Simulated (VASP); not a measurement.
# C (R-3m) in VASP: notebook

Runs on C. Level: PBE. Tasks: electric field gradients.

All numbers are computed with VASP 6.6.1; they aren't measurements. Logs are shortened: lines on timing, memory, paths and dates and some standing lists are left out, and cuts for length are marked.

## Step 1: The cell of the first run

It takes space group R-3m (No. 166, trigonal). Conventional cell: a = 2.435 Å, b = 2.435 Å, c = 9.957 Å, α = 90.00°, β = 90.00°, γ = 120.00°. C (site symmetry 3m) has 3 C at 1.41 Å within 1.9 Å.

## Step 2: Electric field gradients, PBE (volume scaled by 0.975)

File INCAR:

```
SYSTEM = C
ALGO = Normal
EDIFF = 1E-8
ENCUT = 520
GGA = PE
ISIF = 2
ISMEAR = -1
LASPH = .TRUE.
LCHARG = .FALSE.
LEFG = .TRUE.
LREAL = .FALSE.
LWAVE = .FALSE.
NBANDS = 11
NELM = 80
PREC = Accurate
SIGMA = 0.03
```

File KPOINTS:

```
k-points
0
G
  17 17 17
  0 0 0
```

File POSCAR:

```
C
1.0
    1.2177063095      0.7030430655      3.3188833681
   -1.2177063095      0.7030430655      3.3188833681
    0.0000000000     -1.4060861311      3.3188833681
C
2
Direct
    0.1640000000      0.1640000000      0.1640000000
    0.8360000000      0.8360000000      0.8360000000
```

Potentials or basis: VASP PAW PBE potentials, release 64 (C).

On the command line:

```sh
$ cat potpaw_PBE.64/C/POTCAR > POTCAR
$ mpirun -np 1 vasp_std > vasp.out
```

OUTCAR:

```text
SYSTEM = C
   EDIFF = 1E-8
   ENCUT = 520
   GGA = PE
   ISIF = 2
   ISMEAR = -1
   LASPH = .TRUE.
   LREAL = .FALSE.
   NELM = 80
   PREC = Accurate

 ion  position               nearest neighbor table
   1  0.164  0.164  0.164-   2 1.41   2 1.41   2 1.41
   2  0.836  0.836  0.836-   1 1.41   1 1.41   1 1.41

  LATTYP: Found a trigonal (rhomboedric) cell.
 ALAT       =     3.6044507236
 COS(alpha) =     0.7717362630

  Lattice vectors:

 A1 = (   1.2177063095,   0.7030430655,   3.3188833681)
 A2 = (  -1.2177063095,   0.7030430655,   3.3188833681)
 A3 = (   0.0000000000,  -1.4060861311,   3.3188833681)

Analysis of symmetry for initial positions (statically):
=====================================================================
 Subroutine PRICEL returns:
 Original cell was already a primitive cell.

 Routine SETGRP: Setting up the symmetry group for a
 trigonal (rhombohedral) supercell.

 Subroutine GETGRP returns: Found 12 space group operations
 (whereof 12 operations were pure point group operations)
 out of a pool of 12 trial point group operations.

The static configuration has the point symmetry D_3d.

Analysis of symmetry for dynamics (positions and initial velocities):
=====================================================================
 Subroutine PRICEL returns:
 Original cell was already a primitive cell.

 Routine SETGRP: Setting up the symmetry group for a
 trigonal (rhombohedral) supercell.

 Subroutine GETGRP returns: Found 12 space group operations
 (whereof 12 operations were pure point group operations)
 out of a pool of 12 trial point group operations.

The dynamic configuration has the point symmetry D_3d.

 Subroutine INISYM returns: Found 12 space group operations
 (whereof 12 operations are pure point group operations),
 and found     1 'primitive' translations

----------------------------------------------------------------------------------------

                                     Primitive cell

  volume of cell :      17.0478

  direct lattice vectors                    reciprocal lattice vectors
     1.217706310  0.703043065  3.318883368     0.410608039  0.237064662  0.100435386
    -1.217706310  0.703043065  3.318883368    -0.410608039  0.237064662  0.100435386
     0.000000000 -1.406086131  3.318883368     0.000000000 -0.474129324  0.100435386

  length of vectors
     3.604450724  3.604450724  3.604450724     0.484650268  0.484650268  0.484650268

  position of ions in fractional coordinates (direct lattice)
     0.164000000  0.164000000  0.164000000
     0.836000000  0.836000000  0.836000000

  ion indices of the primitive-cell ions
   primitive index   ion index
                 1           1
                 2           2

----------------------------------------------------------------------------------------

 KPOINTS: k-points

Automatic generation of k-mesh.
 Grid dimensions read from file:
 generate k-points for:   17   17   17

 Generating k-lattice:

  Cartesian coordinates                     Fractional coordinates (reciprocal lattice)
     0.024153414  0.013944980  0.005907964     0.058823529  0.000000000  0.000000000
    -0.024153414  0.013944980  0.005907964     0.000000000  0.058823529  0.000000000
     0.000000000 -0.027889960  0.005907964    -0.000000000 -0.000000000  0.058823529

  Length of vectors
     0.028508839  0.028508839  0.028508839

  Shift w.r.t. Gamma in fractional coordinates (k-lattice)
     0.000000000  0.000000000  0.000000000

 Subroutine IBZKPT returns following result:
 ===========================================

 Found    489 irreducible k-points:

 Following reciprocal coordinates:
            Coordinates               Weight
  0.000000  0.000000  0.000000      1.000000
  0.058824  0.000000  0.000000      6.000000
  0.117647 -0.000000  0.000000      6.000000
  0.176471  0.000000  0.000000      6.000000
  0.235294 -0.000000  0.000000      6.000000
  0.294118 -0.000000  0.000000      6.000000
[... 16 lines left out ...]
 -0.176471  0.058824  0.000000     12.000000
 -0.117647  0.058824 -0.000000     12.000000
 [... further k-points ...]
   k-points           NKPTS =    489   k-points in BZ     NKDIM =    489   number of bands    NBANDS=     11
   number of dos      NEDOS =    301   number of ions     NIONS =      2
   total plane-waves  NPLWV =  21952
   dimension x,y,z NGX =    28 NGY =   28 NGZ =   28
   dimension x,y,z NGXF=    56 NGYF=   56 NGZF=   56
   ions per type =               2
   NGX,Y,Z   is equivalent  to a cutoff of  12.91, 12.91, 12.91 a.u.
   NGXF,Y,Z  is equivalent  to a cutoff of  25.83, 25.83, 25.83 a.u.
 SYSTEM =  C
   PREC   = accura    normal or accurate (medium, high low for compatibility)
   ISTART =      0    job   : 0-new  1-cont  2-samecut
   ICHARG =      2    charge: 1-file 2-atom 10-const
   ISPIN  =      1    spin polarized calculation?
   LNONCOLLINEAR =      F non collinear calculations
   LSORBIT =      F    spin-orbit coupling
   LASPH  =      T    aspherical Exc in radial PAW
   ENCUT  =  520.0 eV  38.22 Ry    6.18 a.u.   6.70  6.70  6.70*2*pi/ulx,y,z
   NELM   =     80;   NELMIN=  2; NELMDL= -5     # of ELM steps
   EDIFF  = 0.1E-07   stopping-criterion for ELM
   LREAL  =      F    real-space projection
   EDIFFG = 0.1E-06   stopping-criterion for IOM
   NSW    =      0    number of steps for IOM
   IBRION =     -1    ionic relax: 0-MD 1-quasi-New 2-CG
   NFREE  =      0    steps in history (QN), initial steepest desc. (CG)
   ISIF   =      2    stress and relaxation
   ISYM   =      2    0-nonsym 1-usesym 2-fastsym
   POTIM  = 0.5000    time-step for ionic-motion
   TEBEG  =    0.0;   TEEND  =   0.0 temperature during run
   PSTRESS=    0.0 pullay stress
   NELECT =       8.0000    total number of electrons
   NUPDOWN=      -1.0000    fix difference up-down
   EMIN   =  10.00;   EMAX   =-10.00  energy-range for DOS
   EFERMI =   0.00;   METHOD = LEGACY
   ISMEAR =    -1;   SIGMA  =   0.03  broadening in eV -4-tet -1-fermi 0-gaus
   EFERMI_NEDOS =   21; number of points for ismear=-14 and -15
   IALGO  =     38    algorithm
   IMIX   =      4    mixing-type and parameters
     AMIX     =   0.40;   BMIX     =  1.00
     AMIX_MAG =   1.60;   BMIX_MAG =  1.00
  volume/ion in A,a.u.               =       8.52        57.52
  Fermi-wavevector in a.u.,A,eV,Ry     =   1.272181  2.404074 22.020276  1.618445
  Thomas-Fermi vector in A             =   2.405074
   LORBIT       =      0    0 simple, 1 ext, 2 COOP (PROOUT), +10 PAW based schemes
   GGA     = PE    functional components
   LHFCALC =     F    Hartree Fock is set to
   AEXX    =    0.0000 exact exchange contribution
   IVDW    =     0    specifies the selected vdW correction
   LEPSILON=     F    determine dielectric tensor
   LRPA    =     F    only Hartree local field effects (RPA)
 non-spin polarized calculation
  energy-cutoff  :      520.00
  volume of cell :       17.05
 maximum number of plane-waves:       474
   NGX = 13   NGY = 13   NGZ = 13

 number of electron       8.0000000 magnetization

 Free energy of the ion-electron system (eV)
  ---------------------------------------------------
  ext. energy  EPLUGINS =         0.00000000
  ---------------------------------------------------
  free energy    TOTEN  =       -18.37241629 eV

  energy without entropy =      -18.37241282  energy(sigma->0) =      -18.37241455

 E-fermi :   5.0482     XC(G=0): -10.4745

 val. band max:        4.8543510609   @ k =  -0.1765   0.4706   0.1176
 cond. band min:       5.2422396694   @ k =  -0.1765   0.4706   0.1176
 fundamental gap:      0.3878886085
 Fermi energy:         5.0482129236

 k-point     1 :       0.0000    0.0000    0.0000
  band No.  band energies     occupation
      1     -14.9526      2.00000
      2      -1.7377      2.00000
      3       2.0401      2.00000
      4       2.0401      2.00000
      5       9.1579      0.00000
      6      13.6033      0.00000
      7      13.6033      0.00000
      8      16.8346      0.00000
      9      18.4786      0.00000
     10      28.2011      0.00000
     11      31.3463      0.00000

 k-point     2 :       0.0588    0.0000    0.0000
  band No.  band energies     occupation
      1     -14.8672      2.00000
      2      -1.6512      2.00000
      3       1.7025      2.00000
      4       1.8595      2.00000
      5       9.2764      0.00000
      6      13.6555      0.00000
      7      13.9671      0.00000
      8      16.5315      0.00000
      9      18.6194      0.00000
     10      28.4817      0.00000
     11      30.6241      0.00000

 k-point     3 :       0.1176   -0.0000    0.0000
  band No.  band energies     occupation
      1     -14.6109      2.00000
      2      -1.3926      2.00000
      3       0.7821      2.00000
      4       1.3865      2.00000
      5       9.6295      0.00000
      6      13.7248      0.00000
      7      14.9851      0.00000
      8      15.6913      0.00000
      9      19.0650      0.00000
     10      28.7779      0.00000
     11      29.2653      0.00000

 k-point     4 :       0.1765    0.0000    0.0000
  band No.  band energies     occupation
      1     -14.1855      2.00000
      2      -0.9754      2.00000
      3      -0.5150      2.00000
      4       0.7644      2.00000
      5      10.2005      0.00000
      6      13.6706      0.00000
      7      14.4958      0.00000
      8      16.4969      0.00000
      9      19.7968      0.00000
     10      26.9326      0.00000
     11      29.0988      0.00000
[... 239 lines left out ...]
 k-point    22 :      -0.2353    0.0588   -0.0000
  band No.  band energies     occupation
      1     -13.1863      2.00000
      2      -2.8325      2.00000
      3      -0.4405      2.00000
      4       0.1572      2.00000
      5      10.9742      0.00000
      6      12.3701      0.00000
      7      13.8807      0.00000
      8      18.7822      0.00000
      9      21.4290      0.00000
     10      24.0970      0.00000
     11      28.2022      0.00000

 k-point    23 :      -0.1765    0.0588    0.0000
  band No.  band energies     occupation
      1     -13.8564      2.00000
      2      -1.3131      2.00000
      3      -0.5276      2.00000
      4       0.2003      2.00000
      5      10.4757      0.00000
      6      13.4498      0.00000
      7      14.0865      0.00000
      8      17.0805      0.00000
      9      20.5668      0.00000
     10      25.2663      0.00000
     11      29.3010      0.00000

 k-point    24 :      -0.1176    0.0588   -0.0000
  band No.  band energies     occupation
      1     -14.3620      2.00000
      2      -1.0814      2.00000
      3       0.0675      2.00000
      4       0.8814      2.00000
      5       9.8649      0.00000
      6      13.9261      0.00000
      7      14.9391      0.00000
      8      15.6192      0.00000
      9      19.6088      0.00000
     10      27.0325      0.00000
     11      29.8463      0.00000

 [... further k-points ...]

------------------------ aborting loop because EDIFF is reached ----------------------------------------

  FORCE on cell =-STRESS in cart. coord.  units (eV):
  Direction    XX          YY          ZZ          XY          YZ          ZX
  --------------------------------------------------------------------------------------
  -------------------------------------------------------------------------------------
  Total        1.8096057      1.8096057      0.3638708      0.0000000     -0.0000000      0.0000000
  in kB      170.0696491    170.0696491     34.1971650      0.0000000     -0.0000000      0.0000000
  external PRESSURE =     124.7788211 kB  Pullay stress =       0.0000000 kB

 VOLUME and BASIS-vectors are now :
 -----------------------------------------------------------------------------
  energy-cutoff  :      520.00
  volume of cell :       17.05
      direct lattice vectors                 reciprocal lattice vectors
     1.217706310  0.703043065  3.318883368     0.410608039  0.237064662  0.100435386
    -1.217706310  0.703043065  3.318883368    -0.410608039  0.237064662  0.100435386
     0.000000000 -1.406086131  3.318883368     0.000000000 -0.474129324  0.100435386

 POSITION                                       TOTAL-FORCE (eV/Angst)
 -----------------------------------------------------------------------------------
      0.00000     -0.00000      1.63289         0.000000     -0.000000      0.855666
      0.00000     -0.00000      8.32376         0.000000      0.000000     -0.855666
 -----------------------------------------------------------------------------------
    total drift:                                0.000000     -0.000000      0.000000

  FREE ENERGIE OF THE ION-ELECTRON SYSTEM (eV)
  ---------------------------------------------------
  free  energy   TOTEN  =       -18.3724162891 eV

  energy  without entropy=      -18.3724128202  energy(sigma->0) =      -18.37241455

 Electric field gradients (V/A^2)
---------------------------------------------------------------------
 ion       V_xx      V_yy      V_zz      V_xy      V_xz      V_yz
---------------------------------------------------------------------
   1     -16.352   -16.352    32.704     0.000     0.000     0.000
   2     -16.352   -16.352    32.704     0.000     0.000     0.000
---------------------------------------------------------------------

 Electric field gradients after diagonalization (V/A^2)
 (convention: |V_zz| > |V_xx| > |V_yy|)
----------------------------------------------------------------------
 ion       V_xx      V_yy      V_zz     asymmetry (V_yy - V_xx)/ V_zz
----------------------------------------------------------------------
   1     -16.352   -16.352    32.704       0.000
   2     -16.352   -16.352    32.704       0.000
----------------------------------------------------------------------

           NMR quadrupolar parameters

 Cq : quadrupolar parameter    Cq=e*Q*V_zz/h
 eta: asymmetry parameters     (V_yy - V_xx)/ V_zz
 Q  : nuclear electric quadrupole moment in mb (millibarn)
----------------------------------------------------------------------
 ion       Cq(MHz)       eta       Q (mb)
----------------------------------------------------------------------
   1       0.079       0.000       1.000
   2       0.079       0.000       1.000
----------------------------------------------------------------------
```

Wall time 95 s (1 thread of Intel Xeon Platinum 8375C at 2.90GHz (Ice Lake), shared host); peak memory 0.2 GiB.

What came out:

| Quantity | Value |
| --- | --- |
| Free energy | -18.3724 eV |
| Pressure | 12.5 GPa |
| Largest force | 0.856 eV/Å |
| Band gap on the k mesh | 0.39 eV, direct |

Forces on the atoms (eV/Å):
```
C    0.000  0.000  0.856
C    0.000  0.000 -0.856
```

Stress tensor (GPa, compression positive):
```
17.01  0.00  0.00
 0.00 17.01  0.00
 0.00  0.00  3.42
```

Levels at points of the mesh, in eV from the valence-band top:
| k point | band 1 | band 2 | band 3 | band 4 | band 5 | band 6 | band 7 | band 8 |
| --- | --- | --- | --- | --- | --- | --- | --- | --- |
| (0.00, 0.00, 0.00) | -19.81 | -6.59 | -2.81 | -2.81 | 4.30 | 8.75 | 8.75 | 11.98 |

Electric field gradients, principal values (V/Å²):
| atom | least | middle | greatest (by size) |
| --- | --- | --- | --- |
| 1 C | -16.352 | -16.352 | 32.704 |
| 2 C | -16.352 | -16.352 | 32.704 |

Caveat: without QUAD_EFG the Cq values of the log hold for a quadrupole moment of 1 mb, not for the nuclei. A k mesh can miss the band edges.

[end of part 1 of 2]
